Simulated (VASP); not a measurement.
PIr (zincblende type), 2 atoms in the cell. It takes space group F-43m (No. 216, cubic). The conventional cell has a = 4.237 Å, b = 4.237 Å, c = 4.237 Å, α = 90.00°, β = 90.00°, γ = 90.00°. Ir (site symmetry -43m) has 4 P at 1.83 Å within 2.4 Å. Within 2.4 Å of P (site symmetry -43m) lie 4 Ir at 1.83 Å.  This cell differs from its parent crystal: volume scaled by 0.55.

```yaml
Program: VASP 6.6.1
Task: single point
Functional: LDA
Potentials_or_basis: VASP PAW LDA potentials, release 64 (Ir, P)
Cutoff: 520 eV
k_mesh: 12 × 12 × 12
Occupations: fermi-dirac, width 0.05 eV
Spin: no spin polarisation
Dipole_correction: no
Further_INCAR_settings: ALGO = Normal; EDIFF = 1e-07; NBANDS = 14
```

Potentials or basis: VASP PAW LDA potentials, release 64 (Ir, P).

Command:

```console
$ cat potpaw_LDA.64/Ir/POTCAR potpaw_LDA.64/P/POTCAR > POTCAR
$ mpirun -np 1 vasp_std > vasp.out
```

Hardware: 1 thread of Intel Xeon 8259CL, with other jobs on the host.

Q: How long does it take, and how much memory?

A: Run time: 25 s on 1 thread of Intel Xeon 8259CL, on a shared host, peak memory 0.15 GiB. Counts: scf iterations 12, k points 72.
